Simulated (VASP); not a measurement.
# MnO (Fm-3m) in VASP: single point with PBE

Aim: the single point of MnO with PBE.

Program: VASP 6.6.1. These are calculated values, not measurements. Logs are shortened: lines on timing, memory, paths and dates and some standing lists are left out, and cuts for length are marked.

**1. The cell of the first run**

It takes space group Fm-3m (No. 225, cubic). The conventional cell has a = 4.445 Å, b = 4.445 Å, c = 4.445 Å, α = 90.00°, β = 90.00°, γ = 90.00°. Mn (site symmetry m-3m) has 6 O at 2.22 Å within 2.9 Å. O (site symmetry m-3m) has 6 Mn at 2.22 Å within 2.9 Å.

**2. Single point, PBE, collinear spin, ferromagnetic start**

Contents of INCAR:

```
  PREC = Accurate
  ENCUT = 600
  EDIFF = 1E-6
  ISMEAR = -1
  SIGMA = 0.05
  LREAL = F
  LASPH = T
  NELM = 200
  ALGO = Normal
  ISIF = 2
  LWAVE = F
  LCHARG = F
  ISPIN = 2
  MAGMOM = 2.5 2.5
  LORBIT = 11
  LMAXMIX = 4
  GGA = PE
  NBANDS = 20
  GGA_COMPAT = F
```

Contents of KPOINTS:

```
Automatic mesh
0
Gamma
  8 8 8
```

Contents of POSCAR:

```
MnO
1.0
    0.0000000000      2.2225000000      2.2225000000
    2.2225000000      0.0000000000      2.2225000000
    2.2225000000      2.2225000000      0.0000000000
Mn O
1 1
Direct
    0.0000000000      0.0000000000      0.0000000000
    0.5000000000      0.5000000000      0.5000000000
```

Potentials or basis: VASP PAW PBE potentials, release 64 (Mn_pv, O).

On the command line:

```sh
$ cat potpaw_PBE.64/Mn_pv/POTCAR potpaw_PBE.64/O/POTCAR > POTCAR
$ mpirun -np 1 vasp_std > vasp.out
```

OUTCAR:

```text
PREC = Accurate
   ENCUT = 600
   EDIFF = 1E-6
   ISMEAR = -1
   LREAL = F
   LASPH = T
   NELM = 200
   ISIF = 2
   ISPIN = 2
   LORBIT = 11
   GGA = PE

 ion  position               nearest neighbor table
   1  0.000  0.000  0.000-   2 2.22   2 2.22   2 2.22   2 2.22   2 2.22   2 2.22
   2  0.500  0.500  0.500-   1 2.22   1 2.22   1 2.22   1 2.22   1 2.22   1 2.22

  LATTYP: Found a face centered cubic cell.
 ALAT       =     4.4450000000

  Lattice vectors:

 A1 = (   0.0000000000,   2.2225000000,   2.2225000000)
 A2 = (   2.2225000000,   0.0000000000,   2.2225000000)
 A3 = (   2.2225000000,   2.2225000000,   0.0000000000)

Analysis of symmetry for initial positions (statically):
=====================================================================
 Subroutine PRICEL returns:
 Original cell was already a primitive cell.

 Routine SETGRP: Setting up the symmetry group for a
 face centered cubic supercell.

 Subroutine GETGRP returns: Found 48 space group operations
 (whereof 48 operations were pure point group operations)
 out of a pool of 48 trial point group operations.

The static configuration has the point symmetry O_h .

Analysis of symmetry for dynamics (positions and initial velocities):
=====================================================================
 Subroutine PRICEL returns:
 Original cell was already a primitive cell.

 Routine SETGRP: Setting up the symmetry group for a
 face centered cubic supercell.

 Subroutine GETGRP returns: Found 48 space group operations
 (whereof 48 operations were pure point group operations)
 out of a pool of 48 trial point group operations.

The dynamic configuration has the point symmetry O_h .

Analysis of structural, dynamic, and magnetic symmetry:
=====================================================================
 Subroutine PRICEL returns:
 Original cell was already a primitive cell.

 Routine SETGRP: Setting up the symmetry group for a
 face centered cubic supercell.

 Subroutine GETGRP returns: Found 48 space group operations
 (whereof 48 operations were pure point group operations)
 out of a pool of 48 trial point group operations.

The overall configuration has the point symmetry O_h .

 Subroutine INISYM returns: Found 48 space group operations
 (whereof 48 operations are pure point group operations),
 and found     1 'primitive' translations

----------------------------------------------------------------------------------------

                                     Primitive cell

  volume of cell :      21.9561

  direct lattice vectors                    reciprocal lattice vectors
     0.000000000  2.222500000  2.222500000    -0.224971879  0.224971879  0.224971879
     2.222500000  0.000000000  2.222500000     0.224971879 -0.224971879  0.224971879
     2.222500000  2.222500000  0.000000000     0.224971879  0.224971879 -0.224971879

  length of vectors
     3.143089642  3.143089642  3.143089642     0.389662724  0.389662724  0.389662724

  position of ions in fractional coordinates (direct lattice)
     0.000000000  0.000000000  0.000000000
     0.500000000  0.500000000  0.500000000

  ion indices of the primitive-cell ions
   primitive index   ion index
                 1           1
                 2           2

----------------------------------------------------------------------------------------

 KPOINTS: Automatic mesh

Automatic generation of k-mesh.
 Grid dimensions read from file:
 generate k-points for:    8    8    8

 Generating k-lattice:

  Cartesian coordinates                     Fractional coordinates (reciprocal lattice)
    -0.028121485  0.028121485  0.028121485     0.125000000  0.000000000  0.000000000
     0.028121485 -0.028121485  0.028121485     0.000000000  0.125000000  0.000000000
     0.028121485  0.028121485 -0.028121485     0.000000000  0.000000000  0.125000000

  Length of vectors
     0.048707840  0.048707840  0.048707840

  Shift w.r.t. Gamma in fractional coordinates (k-lattice)
     0.000000000  0.000000000  0.000000000

 Subroutine IBZKPT returns following result:
 ===========================================

 Found     29 irreducible k-points:

 Following reciprocal coordinates:
            Coordinates               Weight
  0.000000  0.000000  0.000000      1.000000
  0.125000  0.000000  0.000000      8.000000
  0.250000  0.000000  0.000000      8.000000
  0.375000  0.000000  0.000000      8.000000
  0.500000  0.000000  0.000000      4.000000
  0.125000  0.125000  0.000000      6.000000
[... 16 lines left out ...]
  0.500000  0.250000  0.125000     48.000000
 -0.375000  0.250000  0.125000     24.000000
 [... further k-points ...]
   k-points           NKPTS =     29   k-points in BZ     NKDIM =     29   number of bands    NBANDS=     20
   number of dos      NEDOS =    301   number of ions     NIONS =      2
   total plane-waves  NPLWV =  21952
   dimension x,y,z NGX =    28 NGY =   28 NGZ =   28
   dimension x,y,z NGXF=    56 NGYF=   56 NGZF=   56
   ions per type =               1   1
   NGX,Y,Z   is equivalent  to a cutoff of  14.81, 14.81, 14.81 a.u.
   NGXF,Y,Z  is equivalent  to a cutoff of  29.62, 29.62, 29.62 a.u.
 SYSTEM =  unknown system
   PREC   = accura    normal or accurate (medium, high low for compatibility)
   ISTART =      0    job   : 0-new  1-cont  2-samecut
   ICHARG =      2    charge: 1-file 2-atom 10-const
   ISPIN  =      2    spin polarized calculation?
   LNONCOLLINEAR =      F non collinear calculations
   LSORBIT =      F    spin-orbit coupling
   LASPH  =      T    aspherical Exc in radial PAW
   ENCUT  =  600.0 eV  44.10 Ry    6.64 a.u.   6.28  6.28  6.28*2*pi/ulx,y,z
   NELM   =    200;   NELMIN=  2; NELMDL= -5     # of ELM steps
   EDIFF  = 0.1E-05   stopping-criterion for ELM
   LREAL  =      F    real-space projection
   EDIFFG = 0.1E-04   stopping-criterion for IOM
   NSW    =      0    number of steps for IOM
   IBRION =     -1    ionic relax: 0-MD 1-quasi-New 2-CG
   NFREE  =      0    steps in history (QN), initial steepest desc. (CG)
   ISIF   =      2    stress and relaxation
   ISYM   =      2    0-nonsym 1-usesym 2-fastsym
   POTIM  = 0.5000    time-step for ionic-motion
   TEBEG  =    0.0;   TEEND  =   0.0 temperature during run
   PSTRESS=    0.0 pullay stress
   NELECT =      19.0000    total number of electrons
   NUPDOWN=      -1.0000    fix difference up-down
   EMIN   =  10.00;   EMAX   =-10.00  energy-range for DOS
   EFERMI =   0.00;   METHOD = LEGACY
   ISMEAR =    -1;   SIGMA  =   0.05  broadening in eV -4-tet -1-fermi 0-gaus
   EFERMI_NEDOS =   21; number of points for ismear=-14 and -15
   IALGO  =     38    algorithm
   IMIX   =      4    mixing-type and parameters
     AMIX     =   0.40;   BMIX     =  1.00
     AMIX_MAG =   1.60;   BMIX_MAG =  1.00
  volume/ion in A,a.u.               =      10.98        74.08
  Fermi-wavevector in a.u.,A,eV,Ry     =   1.560059  2.948083 33.113628  2.433783
  Thomas-Fermi vector in A             =   2.663326
   LORBIT       =     11    0 simple, 1 ext, 2 COOP (PROOUT), +10 PAW based schemes
   GGA     = PE    functional components
   LHFCALC =     F    Hartree Fock is set to
   AEXX    =    0.0000 exact exchange contribution
   IVDW    =     0    specifies the selected vdW correction
   LEPSILON=     F    determine dielectric tensor
   LRPA    =     F    only Hartree local field effects (RPA)
 spin polarized calculation
  energy-cutoff  :      600.00
  volume of cell :       21.96
 maximum number of plane-waves:       754
 NGX is ok and might be reduce to    28
   NGX = 13   NGY = 13   NGZ = 13

 number of electron      18.9999998 magnetization       4.7816405

 Free energy of the ion-electron system (eV)
  ---------------------------------------------------
  ext. energy  EPLUGINS =         0.00000000
  ---------------------------------------------------
  free energy    TOTEN  =       -16.40855345 eV

  energy without entropy =      -16.40101075  energy(sigma->0) =      -16.40478210

 E-fermi :   7.5095     XC(G=0): -11.8640

 val. band max:        7.5025766582   @ k =  -0.3750   0.5000   0.1250
 cond. band min:       7.5177090952   @ k =   0.3750   0.2500   0.0000
 fundamental gap:      0.0151324370
 Fermi energy:         7.5095035075

 spin component 1

 k-point     1 :       0.0000    0.0000    0.0000
  band No.  band energies     occupation
      1     -42.8233      1.00000
      2     -42.8233      1.00000
      3     -42.8233      1.00000
      4     -12.7267      1.00000
      5       3.7987      1.00000
      6       3.7987      1.00000
[... 12 lines left out ...]
     19      27.2672      0.00000
     20      27.2672      0.00000
[... 507 lines left out ...]
 k-point    24 :      -0.3750    0.2500    0.1250
  band No.  band energies     occupation
      1     -42.8778      1.00000
      2     -42.8477      1.00000
      3     -42.8371      1.00000
      4     -11.7112      1.00000
      5      -0.0534      1.00000
      6       1.2950      1.00000
[... 12 lines left out ...]
     19      31.1679      0.00000
     20      32.2468      0.00000

 [... further k-points ...]

 spin component 2

 k-point     1 :       0.0000    0.0000    0.0000
  band No.  band energies     occupation
      1     -38.1503      1.00000
      2     -38.1503      1.00000
      3     -38.1503      1.00000
      4     -12.2823      1.00000
      5       4.1874      1.00000
      6       4.1874      1.00000
[... 12 lines left out ...]
     19      29.6242      0.00000
     20      29.6242      0.00000
[... 507 lines left out ...]
 k-point    24 :      -0.3750    0.2500    0.1250
  band No.  band energies     occupation
      1     -38.2196      1.00000
      2     -38.1804      1.00000
      3     -38.1670      1.00000
      4     -11.2969      1.00000
      5       0.7986      1.00000
      6       2.2598      1.00000
[... 12 lines left out ...]
     19      32.5837      0.00000
     20      32.9716      0.00000

 [... further k-points ...]

------------------------ aborting loop because EDIFF is reached ----------------------------------------

  FORCE on cell =-STRESS in cart. coord.  units (eV):
  Direction    XX          YY          ZZ          XY          YZ          ZX
  --------------------------------------------------------------------------------------
  -------------------------------------------------------------------------------------
  Total        0.0142639      0.0142639      0.0142639     -0.0000000      0.0000000      0.0000000
  in kB        1.0408666      1.0408666      1.0408666     -0.0000000      0.0000000      0.0000000
  external PRESSURE =       1.0408666 kB  Pullay stress =       0.0000000 kB

 VOLUME and BASIS-vectors are now :
 -----------------------------------------------------------------------------
  energy-cutoff  :      600.00
  volume of cell :       21.96
      direct lattice vectors                 reciprocal lattice vectors
     0.000000000  2.222500000  2.222500000    -0.224971879  0.224971879  0.224971879
     2.222500000  0.000000000  2.222500000     0.224971879 -0.224971879  0.224971879
     2.222500000  2.222500000  0.000000000     0.224971879  0.224971879 -0.224971879

 POSITION                                       TOTAL-FORCE (eV/Angst)
 -----------------------------------------------------------------------------------
      0.00000      0.00000      0.00000         0.000000     -0.000000      0.000000
      2.22250      2.22250      2.22250        -0.000000      0.000000     -0.000000
 -----------------------------------------------------------------------------------
    total drift:                                0.000000      0.000000      0.000000

  FREE ENERGIE OF THE ION-ELECTRON SYSTEM (eV)
  ---------------------------------------------------
  free  energy   TOTEN  =       -16.4085534459 eV

  energy  without entropy=      -16.4010107472  energy(sigma->0) =      -16.40478210

 total charge

# of ion       s       p       d       tot
------------------------------------------
    1        0.203   6.176   4.976  11.355
    2        1.558   3.417   0.000   4.975
--------------------------------------------------
tot          1.760   9.593   4.976  16.329

 magnetization (x)

# of ion       s       p       d       tot
------------------------------------------
    1        0.034   0.026   4.279   4.339
    2        0.030   0.173   0.000   0.203
--------------------------------------------------
tot          0.064   0.199   4.279   4.542
```

It took 28 s on 1 thread of Intel Xeon Platinum 8375C at 2.90GHz (Ice Lake), shared host; peak memory 0.18 GiB.

What came out:

```
Free energy                                           : -16.4086 eV
Pressure                                              : 0.1 GPa
Net moment                                            : 4.78 μB per cell
Site moments                                          : Mn +4.34; O +0.20 μB
Valence electrons inside the program's atomic spheres : Mn 11.36; O 4.97
```

Caveat: a cell with one magnetic atom can't hold antiferromagnetic order, which such compounds often take; semilocal functionals often make such compounds metallic where correlation or magnetic order opens a gap, which also shifts bond lengths. With open d or f shells a metallic result of PBE can be an artefact of self-interaction; +U or a hybrid may open a gap.
